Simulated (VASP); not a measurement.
CuI, 4 atoms in the cell. Symmetry: P4/nmm, No. 129, tetragonal system. Conventional cell: a = 4.063 Å, b = 4.063 Å, c = 6.507 Å, α = 90.00°, β = 90.00°, γ = 90.00°. I (site symmetry 4mm) has 4 Cu at 2.63 Å within 3.5 Å. Cu (site symmetry -4m2) has 4 I at 2.63 Å and 4 Cu at 2.87 Å within 3.5 Å. 

```yaml
Program: VASP 6.6.1
Task: single point
Functional: LDA
Potentials_or_basis: VASP PAW LDA potentials, release 64 (I, Cu)
Cutoff: 520 eV
k_mesh: 7 × 7 × 4
Occupations: fermi-dirac, width 0.05 eV
Spin: no spin polarisation
Dipole_correction: no
Further_INCAR_settings: ALGO = Normal; EDIFF = 1e-06; NBANDS = 26
```

Potentials or basis: VASP PAW LDA potentials, release 64 (I, Cu).

Run with:

```bash
$ cat potpaw_LDA.64/I/POTCAR potpaw_LDA.64/Cu/POTCAR > POTCAR
$ mpirun -np 1 vasp_std > vasp.out
```

Hardware: 1 thread of Intel Xeon 8259CL, on a shared host.

**Question.** How long does it take, and how much memory?

**Answer.** It took 2.1 min on 1 thread of Intel Xeon 8259CL (shared host), peak memory 0.21 GiB. Counts: scf iterations 16, k points 30.
